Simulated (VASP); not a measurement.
# Ru (P6_3/mmc) in VASP: notebook

Runs on Ru. Level: PBEsol. Tasks: single point.

Program: VASP 6.6.1. These are calculated values, not measurements. Logs are shortened: lines on timing, memory, paths and dates and some standing lists are left out, and cuts for length are marked.

### 1 The cell of the first run

It takes space group P6_3/mmc (No. 194, hexagonal). Conventional cell: a = 2.727 Å, b = 2.727 Å, c = 3.844 Å, α = 90.00°, β = 90.00°, γ = 120.00°. Within 3.3 Å of Ru (site symmetry -6m2) lie 12 Ru at 2.48 to 2.73 Å.

### 2 Single point, PBEsol

File INCAR:

```
SYSTEM = Ru
PREC = Accurate
ENCUT = 520
EDIFF = 1E-7
ISMEAR = 0
SIGMA = 0.15
LREAL = .FALSE.
LASPH = .TRUE.
NELM = 80
ALGO = Normal
ISIF = 2
LWAVE = .FALSE.
LCHARG = .FALSE.
GGA = PS
NBANDS = 21
```

File KPOINTS:

```
Automatic mesh
0
G
  18 18 10
  0 0 0
```

File POSCAR:

```
Ru
1.0
    2.7273000000      0.0000000000      0.0000000000
   -1.3636500000      2.3619110838      0.0000000000
    0.0000000000      0.0000000000      3.8442000000
Ru
2
Direct
    0.3333333333      0.6666666667      0.2500000000
    0.6666666667      0.3333333333      0.7500000000
```

Potentials or basis: VASP PAW PBE potentials, release 64 (Ru_pv).

On the command line:

```
$ cat potpaw_PBE.64/Ru_pv/POTCAR > POTCAR
$ mpirun -np 1 vasp_std > vasp.out
```

OUTCAR:

```text
SYSTEM = Ru
   PREC = Accurate
   ENCUT = 520
   EDIFF = 1E-7
   ISMEAR = 0
   LREAL = .FALSE.
   LASPH = .TRUE.
   NELM = 80
   ISIF = 2
   GGA = PS

 ion  position               nearest neighbor table
   1  0.333  0.667  0.250-   2 2.48   2 2.48   2 2.48   2 2.48   2 2.48   2 2.48
   2  0.667  0.333  0.750-   1 2.48   1 2.48   1 2.48   1 2.48   1 2.48   1 2.48

  LATTYP: Found a hexagonal cell.
 ALAT       =     2.7273000000
 C/A-ratio  =     1.4095259047

  Lattice vectors:

 A1 = (   2.7273000000,   0.0000000000,   0.0000000000)
 A2 = (  -1.3636500000,   2.3619110838,   0.0000000000)
 A3 = (   0.0000000000,   0.0000000000,   3.8442000000)

Analysis of symmetry for initial positions (statically):
=====================================================================
 Subroutine PRICEL returns:
 Original cell was already a primitive cell.

 Routine SETGRP: Setting up the symmetry group for a
 hexagonal supercell.

 Subroutine GETGRP returns: Found 24 space group operations
 (whereof 12 operations were pure point group operations)
 out of a pool of 24 trial point group operations.

The static configuration has the point symmetry D_3d.
 The point group associated with its full space group is D_6h.

Analysis of symmetry for dynamics (positions and initial velocities):
=====================================================================
 Subroutine PRICEL returns:
 Original cell was already a primitive cell.

 Routine SETGRP: Setting up the symmetry group for a
 hexagonal supercell.

 Subroutine GETGRP returns: Found 24 space group operations
 (whereof 12 operations were pure point group operations)
 out of a pool of 24 trial point group operations.

The dynamic configuration has the point symmetry D_3d.
 The point group associated with its full space group is D_6h.

 Subroutine INISYM returns: Found 24 space group operations
 (whereof 12 operations are pure point group operations),
 and found     1 'primitive' translations

----------------------------------------------------------------------------------------

                                     Primitive cell

  volume of cell :      24.7630

  direct lattice vectors                    reciprocal lattice vectors
     2.727300000  0.000000000  0.000000000     0.366663000  0.211692982  0.000000000
    -1.363650000  2.361911084  0.000000000     0.000000000  0.423385964  0.000000000
     0.000000000  0.000000000  3.844200000     0.000000000  0.000000000  0.260132147

  length of vectors
     2.727300000  2.727300000  3.844200000     0.423385964  0.423385964  0.260132147

  position of ions in fractional coordinates (direct lattice)
     0.333333333  0.666666667  0.250000000
     0.666666667  0.333333333  0.750000000

  ion indices of the primitive-cell ions
   primitive index   ion index
                 1           1
                 2           2

----------------------------------------------------------------------------------------

 KPOINTS: Automatic mesh

Automatic generation of k-mesh.
 Grid dimensions read from file:
 generate k-points for:   18   18   10

 Generating k-lattice:

  Cartesian coordinates                     Fractional coordinates (reciprocal lattice)
     0.020370167  0.011760721  0.000000000     0.055555556  0.000000000  0.000000000
     0.000000000  0.023521442  0.000000000     0.000000000  0.055555556  0.000000000
     0.000000000  0.000000000  0.026013215     0.000000000  0.000000000  0.100000000

  Length of vectors
     0.023521442  0.023521442  0.026013215

  Shift w.r.t. Gamma in fractional coordinates (k-lattice)
     0.000000000  0.000000000  0.000000000

 Subroutine IBZKPT returns following result:
 ===========================================

 Found    222 irreducible k-points:

 Following reciprocal coordinates:
            Coordinates               Weight
  0.000000  0.000000  0.000000      1.000000
  0.055556  0.000000  0.000000      6.000000
  0.111111  0.000000  0.000000      6.000000
  0.166667 -0.000000  0.000000      6.000000
  0.222222 -0.000000  0.000000      6.000000
  0.277778  0.000000  0.000000      6.000000
[... 16 lines left out ...]
  0.333333  0.111111  0.000000     12.000000
  0.388889  0.111111  0.000000     12.000000
 [... further k-points ...]
   k-points           NKPTS =    222   k-points in BZ     NKDIM =    222   number of bands    NBANDS=     21
   number of dos      NEDOS =    301   number of ions     NIONS =      2
   total plane-waves  NPLWV =  12000
   dimension x,y,z NGX =    20 NGY =   20 NGZ =   30
   dimension x,y,z NGXF=    40 NGYF=   40 NGZF=   60
   ions per type =               2
   NGX,Y,Z   is equivalent  to a cutoff of  12.19, 12.19, 12.97 a.u.
   NGXF,Y,Z  is equivalent  to a cutoff of  24.38, 24.38, 25.95 a.u.
 SYSTEM =  Ru
   PREC   = accura    normal or accurate (medium, high low for compatibility)
   ISTART =      0    job   : 0-new  1-cont  2-samecut
   ICHARG =      2    charge: 1-file 2-atom 10-const
   ISPIN  =      1    spin polarized calculation?
   LNONCOLLINEAR =      F non collinear calculations
   LSORBIT =      F    spin-orbit coupling
   LASPH  =      T    aspherical Exc in radial PAW
   ENCUT  =  520.0 eV  38.22 Ry    6.18 a.u.   5.07  5.07  7.15*2*pi/ulx,y,z
   NELM   =     80;   NELMIN=  2; NELMDL= -5     # of ELM steps
   EDIFF  = 0.1E-06   stopping-criterion for ELM
   LREAL  =      F    real-space projection
   EDIFFG = 0.1E-05   stopping-criterion for IOM
   NSW    =      0    number of steps for IOM
   IBRION =     -1    ionic relax: 0-MD 1-quasi-New 2-CG
   NFREE  =      0    steps in history (QN), initial steepest desc. (CG)
   ISIF   =      2    stress and relaxation
   ISYM   =      2    0-nonsym 1-usesym 2-fastsym
   POTIM  = 0.5000    time-step for ionic-motion
   TEBEG  =    0.0;   TEEND  =   0.0 temperature during run
   PSTRESS=    0.0 pullay stress
   NELECT =      28.0000    total number of electrons
   NUPDOWN=      -1.0000    fix difference up-down
   EMIN   =  10.00;   EMAX   =-10.00  energy-range for DOS
   EFERMI =   0.00;   METHOD = LEGACY
   ISMEAR =     0;   SIGMA  =   0.15  broadening in eV -4-tet -1-fermi 0-gaus
   EFERMI_NEDOS =   21; number of points for ismear=-14 and -15
   IALGO  =     38    algorithm
   IMIX   =      4    mixing-type and parameters
     AMIX     =   0.40;   BMIX     =  1.00
     AMIX_MAG =   1.60;   BMIX_MAG =  1.00
  volume/ion in A,a.u.               =      12.38        83.55
  Fermi-wavevector in a.u.,A,eV,Ry     =   1.705533  3.222989 39.577192  2.908842
  Thomas-Fermi vector in A             =   2.784735
   LORBIT       =      0    0 simple, 1 ext, 2 COOP (PROOUT), +10 PAW based schemes
   GGA     = PS    functional components
   LHFCALC =     F    Hartree Fock is set to
   AEXX    =    0.0000 exact exchange contribution
   IVDW    =     0    specifies the selected vdW correction
   LEPSILON=     F    determine dielectric tensor
   LRPA    =     F    only Hartree local field effects (RPA)
 non-spin polarized calculation
 Gauss-broadening in eV      SIGMA  =   0.15
  energy-cutoff  :      520.00
  volume of cell :       24.76
 maximum number of plane-waves:       682
   NGX = 11   NGY = 11   NGZ = 15

 number of electron      28.0000007 magnetization

 Free energy of the ion-electron system (eV)
  ---------------------------------------------------
  ext. energy  EPLUGINS =         0.00000000
  ---------------------------------------------------
  free energy    TOTEN  =       -19.76788441 eV

  energy without entropy =      -19.74825857  energy(sigma->0) =      -19.75807149

 E-fermi :  14.5419     XC(G=0): -14.8393

 val. band max:       14.5402560111   @ k =   0.2222   0.1667   0.1000
 cond. band min:      14.5435729399   @ k =   0.2222   0.2222   0.2000
 fundamental gap:      0.0033169288
 Fermi energy:        14.5419189078

 k-point     1 :       0.0000    0.0000    0.0000
  band No.  band energies     occupation
      1     -29.7293      2.00000
      2     -28.4588      2.00000
      3     -28.4588      2.00000
      4     -28.0659      2.00000
      5     -28.0659      2.00000
      6     -27.8522      2.00000
[... 13 lines left out ...]
     20      24.7007      0.00000
     21      27.4693      0.00000

 k-point     2 :       0.0556    0.0000    0.0000
  band No.  band energies     occupation
      1     -29.7147      2.00000
      2     -28.4798      2.00000
      3     -28.4685      2.00000
      4     -28.0895      2.00000
      5     -28.0665      2.00000
      6     -27.8628      2.00000
[... 13 lines left out ...]
     20      24.7006      0.00000
     21      27.4750      0.00000

 k-point     3 :       0.1111    0.0000    0.0000
  band No.  band energies     occupation
      1     -29.6716      2.00000
      2     -28.5403      2.00000
      3     -28.4956      2.00000
      4     -28.1564      2.00000
      5     -28.0687      2.00000
      6     -27.8945      2.00000
[... 13 lines left out ...]
     20      24.7005      0.00000
     21      27.4663      0.00000

 k-point     4 :       0.1667   -0.0000    0.0000
  band No.  band energies     occupation
      1     -29.6021      2.00000
      2     -28.6335      2.00000
      3     -28.5357      2.00000
      4     -28.2568      2.00000
      5     -28.0734      2.00000
      6     -27.9464      2.00000
[... 13 lines left out ...]
     20      24.7004      0.00000
     21      27.3933      0.00000

 k-point     5 :       0.2222   -0.0000    0.0000
  band No.  band energies     occupation
      1     -29.5099      2.00000
      2     -28.7486      2.00000
      3     -28.5829      2.00000
      4     -28.3763      2.00000
      5     -28.0809      2.00000
      6     -28.0170      2.00000
[... 13 lines left out ...]
     20      24.7003      0.00000
     21      27.2315      0.00000
[... 382 lines left out ...]
     20      24.9824      0.00000
     21      27.0001      0.00000

 k-point    22 :       0.2778    0.1111    0.0000
  band No.  band energies     occupation
      1     -29.2463      2.00000
      2     -28.9773      2.00000
      3     -28.7750      2.00000
      4     -28.5522      2.00000
      5     -28.2299      2.00000
      6     -28.1493      2.00000
[... 13 lines left out ...]
     20      25.6461      0.00000
     21      26.4843      0.00000

 k-point    23 :       0.3333    0.1111    0.0000
  band No.  band energies     occupation
      1     -29.1294      2.00000
      2     -29.0722      2.00000
      3     -28.7948      2.00000
      4     -28.6392      2.00000
      5     -28.3302      2.00000
      6     -28.1630      2.00000
[... 13 lines left out ...]
     20      24.7002      0.00000
     21      26.7957      0.00000

 k-point    24 :       0.3889    0.1111    0.0000
  band No.  band energies     occupation
      1     -29.1341      2.00000
      2     -29.0329      2.00000
      3     -28.7914      2.00000
      4     -28.7114      2.00000
      5     -28.4157      2.00000
      6     -28.1718      2.00000
[... 13 lines left out ...]
     20      24.6984      0.00000
     21      25.9903      0.00000

 [... further k-points ...]
[... 5 lines left out ...]
  --------------------------------------------------------------------------------------
  -------------------------------------------------------------------------------------
  Total        2.5583315      2.5583315     12.6391141     -0.0000000      0.0000000     -0.0000000
  in kB      165.5255232    165.5255232    817.7579714     -0.0000000      0.0000000     -0.0000000
  external PRESSURE =     382.9363392 kB  Pullay stress =       0.0000000 kB

 VOLUME and BASIS-vectors are now :
 -----------------------------------------------------------------------------
  energy-cutoff  :      520.00
  volume of cell :       24.76
      direct lattice vectors                 reciprocal lattice vectors
     2.727300000  0.000000000  0.000000000     0.366663000  0.211692982  0.000000000
    -1.363650000  2.361911084  0.000000000     0.000000000  0.423385964  0.000000000
     0.000000000  0.000000000  3.844200000     0.000000000  0.000000000  0.260132147

 POSITION                                       TOTAL-FORCE (eV/Angst)
 -----------------------------------------------------------------------------------
     -0.00000      1.57461      0.96105         0.000000     -0.000000      0.000000
      1.36365      0.78730      2.88315        -0.000000      0.000000      0.000000
 -----------------------------------------------------------------------------------
    total drift:                               -0.000000      0.000000     -0.000000

  FREE ENERGIE OF THE ION-ELECTRON SYSTEM (eV)
  ---------------------------------------------------
  free  energy   TOTEN  =       -19.7678844126 eV

  energy  without entropy=      -19.7482585710  energy(sigma->0) =      -19.75807149
```

It took 77 s on 1 thread of AMD EPYC 7R43 (Zen 3), shared host; peak memory 0.17 GiB.

What came out:

- Free energy: -19.7679 eV
- Pressure: 38.3 GPa
- Band gap on the k mesh: zero (band 14 reaches 16.08 eV, above the bottom of band 15 at 12.81 eV)

Caveat: the PAW data sets were made with another functional, which shifts forces and pressure a little.

### 3 Single point, PBEsol

This run uses another cell than the first one, of the same volume but with other edges.

File INCAR:

```
SYSTEM = Ru
ALGO = Normal
EDIFF = 1E-6
ENCUT = 520
GGA = PS
ISIF = 2
ISMEAR = 0
LASPH = .TRUE.
LCHARG = .FALSE.
LREAL = .FALSE.
LWAVE = .FALSE.
NBANDS = 21
NELM = 80
PREC = Accurate
SIGMA = 0.15
```

File KPOINTS:

```
k-points
0
G
  18 18 10
  0 0 0
```

File POSCAR:

```
Ru
1.0
    2.7650000000      0.0000000000      0.0000000000
   -1.3825000000      2.3945602415      0.0000000000
    0.0000000000      0.0000000000      3.7421000000
Ru
2
Direct
    0.3333333333      0.6666666667      0.2500000000
    0.6666666667      0.3333333333      0.7500000000
```

Potentials or basis: VASP PAW PBE potentials, release 64 (Ru_pv).

On the command line:

```
$ cat potpaw_PBE.64/Ru_pv/POTCAR > POTCAR
$ mpirun -np 1 vasp_std > vasp.out
```

It took 1.7 min on 1 thread of AMD EPYC 7R43 (Zen 3), shared host; peak memory 0.17 GiB.

It converged, with:

```
Free energy            : -19.4692 eV
Pressure               : 42.9 GPa
Band gap on the k mesh : zero (band 14 reaches 16.17 eV, above the bottom of band 15 at 12.95 eV)
```

Stress tensor (GPa, compression positive):
```
16.91  0.00  0.00
 0.00 16.91  0.00
 0.00  0.00 94.98
```

Levels at points of the mesh, in eV from the Fermi level:
| k point | band 12 | band 13 | band 14 | band 15 | band 16 | band 17 |
| --- | --- | --- | --- | --- | --- | --- |
| (0.00, 0.00, 0.00) | -2.99 | -2.10 | -2.10 | -1.25 | 1.27 | 1.27 |
| (0.50, 0.00, 0.00) | -1.33 | -0.79 | 0.47 | 1.49 | 2.93 | 3.91 |
| (0.00, 0.00, 0.50) | -4.11 | -2.06 | -2.06 | 0.98 | 0.98 | 0.98 |
| (0.50, 0.00, 0.50) | -1.99 | 0.26 | 0.26 | 1.18 | 1.18 | 3.33 |

Caveat: the PAW data sets were made with another functional, which shifts forces and pressure a little.

### 4 Single point, PBEsol

This run uses another cell than the first one, of 12.73 Å³/atom, 1.028 times its volume.

File INCAR:

```
SYSTEM = Ru
PREC = Accurate ; ENCUT = 520
EDIFF = 1E-6 ; ISMEAR = 0
SIGMA = 0.15 ; LREAL = .FALSE.
LASPH = .TRUE. ; NELM = 80
ALGO = Fast ; ISIF = 2
LWAVE = .FALSE. ; LCHARG = .FALSE.
GGA = PS ; NBANDS = 21
```

File KPOINTS:

```
Automatic mesh
0
G
  18 18 10
  0 0 0
```

File POSCAR:

```
Ru
1.0
    2.8027000000      0.0000000000      0.0000000000
   -1.4013500000      2.4272093992      0.0000000000
    0.0000000000      0.0000000000      3.7421000000
Ru
2
Direct
    0.3333333333      0.6666666667      0.2500000000
    0.6666666667      0.3333333333      0.7500000000
```

On the command line:

```
$ cat potpaw_PBE.64/Ru_pv/POTCAR > POTCAR
$ mpirun -np 1 vasp_std > vasp.out
```

It took 36 s on 1 thread of Intel Xeon 6975P-C (Granite Rapids), shared host; peak memory 0.21 GiB.

Results (log left out):

```
Free energy            : -19.5190 eV
Pressure               : 31.3 GPa
Band gap on the k mesh : zero (band 14 reaches 15.58 eV, above the bottom of band 15 at 12.58 eV)
```

Stress tensor (GPa, compression positive):
```
 6.58  0.00  0.00
 0.00  6.58  0.00
 0.00  0.00 80.89
```

Levels at points of the mesh, in eV from the Fermi level:
```tsv
k point	band 11	band 12	band 13	band 14	band 15	band 16	band 17	band 18
(0.00, 0.00, 0.00)	-2.98	-2.98	-2.01	-2.01	-1.07	1.23	1.23	3.58
(0.50, 0.00, 0.00)	-2.63	-1.23	-0.68	0.34	1.37	2.85	3.68	5.73
(0.00, 0.00, 0.50)	-4.03	-4.03	-1.93	-1.93	0.99	0.99	0.99	0.99
(0.50, 0.00, 0.50)	-1.98	-1.98	0.22	0.22	1.08	1.08	3.18	3.18
```

Caveat: the PAW data sets were made with another functional, which shifts forces and pressure a little.

### 5 Single point, PBEsol

This run uses another cell than the first one, of 12.81 Å³/atom, 1.035 times its volume.

File INCAR:

```
SYSTEM = Ru
ALGO = Normal
EDIFF = 1E-7
ENCUT = 520
GGA = PS
ISIF = 2
ISMEAR = 0
LASPH = .True.
LCHARG = .True.
LELF = .True.
LREAL = .False.
LVHAR = .True.
LWAVE = .False.
NBANDS = 21
NELM = 100
PREC = Accurate
SIGMA = 0.15
```

File KPOINTS:

```
k-points
0
Gamma
  18 18 10
  0 0 0
```

File POSCAR:

```
Ru
1.0
    2.5767000000      0.0000000000      0.0000000000
   -1.2883500000      2.2314876579      0.0000000000
    0.0000000000      0.0000000000      4.4565000000
Ru
2
Direct
    0.3333333333      0.6666666667      0.2500000000
    0.6666666667      0.3333333333      0.7500000000
```

On the command line:

```
$ cat potpaw_PBE.64/Ru_pv/POTCAR > POTCAR
$ mpirun -np 1 vasp_std > vasp.out
```

Run time: 41 s. Hardware: 1 thread of Intel Xeon 6975P-C (Granite Rapids), shared host; peak memory 0.21 GiB.

The run converged. Its results:

```yaml
Free_energy: -20.0643 eV
Pressure: 17.2 GPa
Band_gap_on_the_k_mesh: zero (band 14 reaches 15.53 eV, above the bottom of band 15 at 12.34 eV)
```

Stress tensor (GPa, compression positive):
```
 34.41   0.00   0.00
  0.00  34.41   0.00
  0.00   0.00 -17.33
```

Levels at points of the mesh, in eV from the Fermi level:
```tsv
k point	band 12	band 13	band 14	band 15	band 16	band 17
(0.00, 0.00, 0.00)	-2.25	-2.25	-0.79	-0.79	0.28	1.34
(0.50, 0.00, 0.00)	-2.09	-1.60	1.72	2.18	2.46	4.56
(0.00, 0.00, 0.50)	-2.79	-2.79	-2.79	0.63	0.63	0.63
(0.50, 0.00, 0.50)	-0.83	0.48	0.48	2.34	2.34	3.64
```

Caveat: the PAW data sets were made with another functional, which shifts forces and pressure a little.

[end of part 1 of 2]
